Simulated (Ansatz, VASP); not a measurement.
**AlCu3 in VASP and in Ansatz**

```xyz
8
Lattice="5.0805 0.0000 0.0000 -2.5403 4.3998 0.0000 0.0000 0.0000 4.1298" Properties=species:S:1:pos:R:3 pbc="T T T"
Al    2.5403    1.4666    1.0324
Al    0.0000    2.9332    3.0973
Cu    1.2588    0.7268    3.0973
Cu    3.8217    0.7268    3.0973
Cu    2.5403    2.9463    3.0973
Cu    1.2815    3.6731    1.0324
Cu   -1.2815    3.6731    1.0324
Cu    0.0000    1.4535    1.0324
```

Alike in both runs: functional LDA; k mesh 12 × 12 × 8; occupations gaussian, width 0.1 eV; no spin polarisation.

Ansatz relaxed the structure, and its values are those at the end. VASP's run is a single point on that final structure, the one shown.

```csv
,VASP,Ansatz
version,VASP 6.6.1,Ansatz 0.2.0
potentials or method,"VASP PAW LDA potentials, release 64 (Al, Cu), cutoff 520 eV","scalar-relativistic, plane waves, PAW"
valence electrons in the cell,72,120
```

|  | VASP | Ansatz | Ansatz less VASP |
| --- | --- | --- | --- |
| gap on the k mesh at the Fermi level (eV) | none | none | - |
| pressure (GPa) | 0.6 | 0.0 | -0.57 |

LDA's correlation is that of Perdew and Zunger in VASP and of Perdew and Wang (1992) in Ansatz. A gap of «none» marks a metal or a gap that the smearing closes. VASP's potentials hold 72 valence electrons a cell and Ansatz's 120, so a difference there can come from the potentials and not from the codes.
